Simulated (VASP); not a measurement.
# BN (zincblende type) (F-43m) in VASP: a series of runs

Runs on BN (zincblende type). Level: PBE. Tasks: single point.

Everything below comes from runs of VASP 6.6.1. Logs are shortened: lines on timing, memory, paths and dates and some standing lists are left out, and cuts for length are marked.

### Step 1. The cell of the first run

The structure is cubic, space group F-43m (No. 216). The conventional cell has a = 3.124 Å, b = 3.124 Å, c = 3.124 Å, α = 90.00°, β = 90.00°, γ = 90.00°. B (site symmetry -43m) has 4 N at 1.35 Å within 1.8 Å. Within 1.8 Å of N (site symmetry -43m) lie 4 B at 1.35 Å.

### Step 2. Single point, PBE (volume scaled by 0.64)

The input, INCAR:

```
PREC     = Accurate       # precision mode
ENCUT    = 600            # plane-wave cutoff, eV
EDIFF    = 1E-6           # SCF threshold, eV
ISMEAR   = -1             # smearing method
SIGMA    = 0.05           # smearing width, eV
LREAL    = False          # projectors in reciprocal space
LASPH    = True           # aspherical terms in the spheres
NELM     = 120            # most SCF steps
ALGO     = Normal         # electronic algorithm
ISIF     = 2              # what is computed and relaxed
LWAVE    = False          # write WAVECAR
LCHARG   = False          # write CHGCAR
GGA      = PE             # functional
NBANDS   = 11             # bands
GGA_COMPAT= False
```

The input, KPOINTS:

```
Automatic mesh
0
Gamma
  15 15 15
```

The input, POSCAR:

```
BN
1.0
    0.0000000000      1.5618375378      1.5618375378
    1.5618375378      0.0000000000      1.5618375378
    1.5618375378      1.5618375378      0.0000000000
B N
1 1
Direct
    0.0000000000      0.0000000000      0.0000000000
    0.2500000000      0.2500000000      0.2500000000
```

Potentials or basis: VASP PAW PBE potentials, release 64 (B, N).

On the command line:

```bash
$ cat potpaw_PBE.64/B/POTCAR potpaw_PBE.64/N/POTCAR > POTCAR
$ mpirun -np 1 vasp_std > vasp.out
```

OUTCAR:

```text
PREC = Accurate
   ENCUT = 600
   EDIFF = 1E-6
   ISMEAR = -1
   LREAL = False
   LASPH = True
   NELM = 120
   ISIF = 2
   GGA = PE

 ion  position               nearest neighbor table
   1  0.000  0.000  0.000-   2 1.35   2 1.35   2 1.35   2 1.35
   2  0.250  0.250  0.250-   1 1.35   1 1.35   1 1.35   1 1.35

  LATTYP: Found a face centered cubic cell.
 ALAT       =     3.1236750756

  Lattice vectors:

 A1 = (   0.0000000000,   1.5618375378,   1.5618375378)
 A2 = (   1.5618375378,   0.0000000000,   1.5618375378)
 A3 = (   1.5618375378,   1.5618375378,   0.0000000000)

Analysis of symmetry for initial positions (statically):
=====================================================================
 Subroutine PRICEL returns:
 Original cell was already a primitive cell.

 Routine SETGRP: Setting up the symmetry group for a
 face centered cubic supercell.

 Subroutine GETGRP returns: Found 24 space group operations
 (whereof 24 operations were pure point group operations)
 out of a pool of 48 trial point group operations.

The static configuration has the point symmetry T_d .

Analysis of symmetry for dynamics (positions and initial velocities):
=====================================================================
 Subroutine PRICEL returns:
 Original cell was already a primitive cell.

 Routine SETGRP: Setting up the symmetry group for a
 face centered cubic supercell.

 Subroutine GETGRP returns: Found 24 space group operations
 (whereof 24 operations were pure point group operations)
 out of a pool of 48 trial point group operations.

The dynamic configuration has the point symmetry T_d .

 Subroutine INISYM returns: Found 24 space group operations
 (whereof 24 operations are pure point group operations),
 and found     1 'primitive' translations

----------------------------------------------------------------------------------------

                                     Primitive cell

  volume of cell :       7.6197

  direct lattice vectors                    reciprocal lattice vectors
     0.000000000  1.561837538  1.561837538    -0.320135730  0.320135730  0.320135730
     1.561837538  0.000000000  1.561837538     0.320135730 -0.320135730  0.320135730
     1.561837538  1.561837538  0.000000000     0.320135730  0.320135730 -0.320135730

  length of vectors
     2.208771828  2.208771828  2.208771828     0.554491349  0.554491349  0.554491349

  position of ions in fractional coordinates (direct lattice)
     0.000000000  0.000000000  0.000000000
     0.250000000  0.250000000  0.250000000

  ion indices of the primitive-cell ions
   primitive index   ion index
                 1           1
                 2           2

----------------------------------------------------------------------------------------

 KPOINTS: Automatic mesh

Automatic generation of k-mesh.
 Grid dimensions read from file:
 generate k-points for:   15   15   15

 Generating k-lattice:

  Cartesian coordinates                     Fractional coordinates (reciprocal lattice)
    -0.021342382  0.021342382  0.021342382     0.066666667  0.000000000  0.000000000
     0.021342382 -0.021342382  0.021342382     0.000000000  0.066666667  0.000000000
     0.021342382  0.021342382 -0.021342382     0.000000000  0.000000000  0.066666667

  Length of vectors
     0.036966090  0.036966090  0.036966090

  Shift w.r.t. Gamma in fractional coordinates (k-lattice)
     0.000000000  0.000000000  0.000000000

 Subroutine IBZKPT returns following result:
 ===========================================

 Found    120 irreducible k-points:

 Following reciprocal coordinates:
            Coordinates               Weight
  0.000000  0.000000  0.000000      1.000000
  0.066667  0.000000  0.000000      8.000000
  0.133333  0.000000  0.000000      8.000000
  0.200000  0.000000  0.000000      8.000000
  0.266667  0.000000  0.000000      8.000000
  0.333333  0.000000  0.000000      8.000000
[... 16 lines left out ...]
  0.133333  0.133333  0.000000      6.000000
  0.200000  0.133333  0.000000     24.000000
 [... further k-points ...]
   k-points           NKPTS =    120   k-points in BZ     NKDIM =    120   number of bands    NBANDS=     11
   number of dos      NEDOS =    301   number of ions     NIONS =      2
   total plane-waves  NPLWV =   5832
   dimension x,y,z NGX =    18 NGY =   18 NGZ =   18
   dimension x,y,z NGXF=    36 NGYF=   36 NGZF=   36
   ions per type =               1   1
   NGX,Y,Z   is equivalent  to a cutoff of  13.55, 13.55, 13.55 a.u.
   NGXF,Y,Z  is equivalent  to a cutoff of  27.10, 27.10, 27.10 a.u.
 SYSTEM =  unknown system
   PREC   = accura    normal or accurate (medium, high low for compatibility)
   ISTART =      0    job   : 0-new  1-cont  2-samecut
   ICHARG =      2    charge: 1-file 2-atom 10-const
   ISPIN  =      1    spin polarized calculation?
   LNONCOLLINEAR =      F non collinear calculations
   LSORBIT =      F    spin-orbit coupling
   LASPH  =      T    aspherical Exc in radial PAW
   ENCUT  =  600.0 eV  44.10 Ry    6.64 a.u.   4.41  4.41  4.41*2*pi/ulx,y,z
   NELM   =    120;   NELMIN=  2; NELMDL= -5     # of ELM steps
   EDIFF  = 0.1E-05   stopping-criterion for ELM
   LREAL  =      F    real-space projection
   EDIFFG = 0.1E-04   stopping-criterion for IOM
   NSW    =      0    number of steps for IOM
   IBRION =     -1    ionic relax: 0-MD 1-quasi-New 2-CG
   NFREE  =      0    steps in history (QN), initial steepest desc. (CG)
   ISIF   =      2    stress and relaxation
   ISYM   =      2    0-nonsym 1-usesym 2-fastsym
   POTIM  = 0.5000    time-step for ionic-motion
   TEBEG  =    0.0;   TEEND  =   0.0 temperature during run
   PSTRESS=    0.0 pullay stress
   NELECT =       8.0000    total number of electrons
   NUPDOWN=      -1.0000    fix difference up-down
   EMIN   =  10.00;   EMAX   =-10.00  energy-range for DOS
   EFERMI =   0.00;   METHOD = LEGACY
   ISMEAR =    -1;   SIGMA  =   0.05  broadening in eV -4-tet -1-fermi 0-gaus
   EFERMI_NEDOS =   21; number of points for ismear=-14 and -15
   IALGO  =     38    algorithm
   IMIX   =      4    mixing-type and parameters
     AMIX     =   0.40;   BMIX     =  1.00
     AMIX_MAG =   1.60;   BMIX_MAG =  1.00
  volume/ion in A,a.u.               =       3.81        25.71
  Fermi-wavevector in a.u.,A,eV,Ry     =   1.663894  3.144304 37.668315  2.768543
  Thomas-Fermi vector in A             =   2.750532
   LORBIT       =      0    0 simple, 1 ext, 2 COOP (PROOUT), +10 PAW based schemes
   GGA     = PE    functional components
   LHFCALC =     F    Hartree Fock is set to
   AEXX    =    0.0000 exact exchange contribution
   IVDW    =     0    specifies the selected vdW correction
   LEPSILON=     F    determine dielectric tensor
   LRPA    =     F    only Hartree local field effects (RPA)
 non-spin polarized calculation
  energy-cutoff  :      600.00
  volume of cell :        7.62
 maximum number of plane-waves:       271
 NGX is ok and might be reduce to    18
   NGX =  9   NGY =  9   NGZ =  9

 number of electron       8.0000002 magnetization

 Free energy of the ion-electron system (eV)
  ---------------------------------------------------
  ext. energy  EPLUGINS =         0.00000000
  ---------------------------------------------------
  free energy    TOTEN  =       -13.91670952 eV

  energy without entropy =      -13.91670952  energy(sigma->0) =      -13.91670952

 E-fermi :  14.8911     XC(G=0): -15.1229

 val. band max:       13.8659897135   @ k =   0.0000   0.0000   0.0000
 cond. band min:      18.7632417608   @ k =   0.4667   0.4667   0.0000
 fundamental gap:      4.8972520473
 Fermi energy:        14.8910984705

 k-point     1 :       0.0000    0.0000    0.0000
  band No.  band energies     occupation
      1     -12.2743      2.00000
      2      13.8660      2.00000
      3      13.8660      2.00000
      4      13.8660      2.00000
      5      24.7771      0.00000
      6      24.7771      0.00000
      7      24.7771      0.00000
      8      32.3147      0.00000
      9      47.5872      0.00000
     10      47.6251      0.00000
     11      47.6251      0.00000

 k-point     2 :       0.0667    0.0000    0.0000
  band No.  band energies     occupation
      1     -12.1265      2.00000
      2      13.0179      2.00000
      3      13.6729      2.00000
      4      13.6729      2.00000
      5      25.0695      0.00000
      6      25.0695      0.00000
      7      25.2822      0.00000
      8      32.5619      0.00000
      9      45.0675      0.00000
     10      45.0675      0.00000
     11      45.7992      0.00000

 k-point     3 :       0.1333    0.0000    0.0000
  band No.  band energies     occupation
      1     -11.6846      2.00000
      2      10.9457      2.00000
      3      13.1804      2.00000
      4      13.1804      2.00000
      5      25.7911      0.00000
      6      25.7911      0.00000
      7      26.3753      0.00000
      8      33.1614      0.00000
      9      43.0021      0.00000
     10      43.0021      0.00000
     11      44.2709      0.00000

 k-point     4 :       0.2000    0.0000    0.0000
  band No.  band energies     occupation
      1     -10.9539      2.00000
      2       8.3373      2.00000
      3      12.5619      2.00000
      4      12.5619      2.00000
      5      26.5765      0.00000
      6      26.5765      0.00000
      7      27.5353      0.00000
      8      33.7249      0.00000
      9      41.9778      0.00000
     10      41.9778      0.00000
     11      43.5860      0.00000
[... 239 lines left out ...]
 k-point    22 :      -0.0667    0.0667    0.0000
  band No.  band energies     occupation
      1     -11.8807      2.00000
      2      12.1580      2.00000
      3      12.6786      2.00000
      4      13.7145      2.00000
      5      25.1340      0.00000
      6      25.6801      0.00000
      7      26.1683      0.00000
      8      32.8908      0.00000
      9      42.4785      0.00000
     10      43.2878      0.00000
     11      48.3126      0.00000

 k-point    23 :       0.1333    0.1333    0.0000
  band No.  band energies     occupation
      1     -11.4882      2.00000
      2      11.8330      2.00000
      3      11.8330      2.00000
      4      12.3636      2.00000
      5      24.1270      0.00000
      6      27.5884      0.00000
      7      27.5884      0.00000
      8      32.6261      0.00000
      9      38.4644      0.00000
     10      48.7114      0.00000
     11      49.3889      0.00000

 k-point    24 :       0.2000    0.1333    0.0000
  band No.  band energies     occupation
      1     -10.9518      2.00000
      2       9.9992      2.00000
      3      11.0658      2.00000
      4      12.1220      2.00000
      5      24.1310      0.00000
      6      28.7293      0.00000
      7      28.7520      0.00000
      8      32.0292      0.00000
      9      38.1477      0.00000
     10      47.5755      0.00000
     11      48.5811      0.00000

 [... further k-points ...]
[... 5 lines left out ...]
  --------------------------------------------------------------------------------------
  -------------------------------------------------------------------------------------
  Total       17.6334465     17.6334465     17.6334465     -0.0000000      0.0000000      0.0000000
  in kB     3707.7480996   3707.7480996   3707.7480996     -0.0000000      0.0000000      0.0000000
  external PRESSURE =    3707.7480996 kB  Pullay stress =       0.0000000 kB

 VOLUME and BASIS-vectors are now :
 -----------------------------------------------------------------------------
  energy-cutoff  :      600.00
  volume of cell :        7.62
      direct lattice vectors                 reciprocal lattice vectors
     0.000000000  1.561837538  1.561837538    -0.320135730  0.320135730  0.320135730
     1.561837538  0.000000000  1.561837538     0.320135730 -0.320135730  0.320135730
     1.561837538  1.561837538  0.000000000     0.320135730  0.320135730 -0.320135730

 POSITION                                       TOTAL-FORCE (eV/Angst)
 -----------------------------------------------------------------------------------
      0.00000      0.00000      0.00000        -0.000000     -0.000000     -0.000000
      0.78092      0.78092      0.78092         0.000000      0.000000      0.000000
 -----------------------------------------------------------------------------------
    total drift:                                0.000000      0.000000      0.000001

  FREE ENERGIE OF THE ION-ELECTRON SYSTEM (eV)
  ---------------------------------------------------
  free  energy   TOTEN  =       -13.9167095199 eV

  energy  without entropy=      -13.9167095199  energy(sigma->0) =      -13.91670952
```

It took 7.8 s on 1 thread of Intel Xeon Platinum 8488C (Sapphire Rapids), shared host; peak memory 0.12 GiB.

What came out:

```yaml
Free_energy: -13.9167 eV
Pressure: 370.8 GPa
Band_gap_on_the_k_mesh: 4.90 eV, indirect (least direct gap 10.91 eV)
```

 A k mesh can miss the band edges.

(Continued in part 2 of 2.)
